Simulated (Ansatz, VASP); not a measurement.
# One calculation of SnSe, two programs

```
Sn Se
1.0
     4.31509    0.00000    0.00000
     0.00000    4.31509    0.00000
     0.00000    0.00000   10.74992
Sn Se
2 2
Direct
  0.50000 0.00000 0.37363
  0.00000 0.50000 0.62637
  0.50000 0.00000 0.62638
  0.00000 0.50000 0.37362
```

Alike in both runs: functional PBE; k mesh 6 × 6 × 3; occupations fermi-dirac, width 0.02 eV; no spin polarisation.

Ansatz relaxed the structure, and its values are those at the end. VASP's run is a single point on that final structure, the one shown.

```csv
,VASP,Ansatz
version,VASP 6.6.1,Ansatz 0.2.0
potentials or method,"VASP PAW PBE potentials, release 64 (Sn_d, Se), cutoff 520 eV","all-electron LAPW, scalar-relativistic"
```

VASP gave:

```
rms of the force components (eV/Å) : 0.008
```

Q: Estimate Ansatz's values.

A: rms of the force components (eV/Å): 0.000.

Ansatz ran all-electron here, and VASP with PAW potentials.
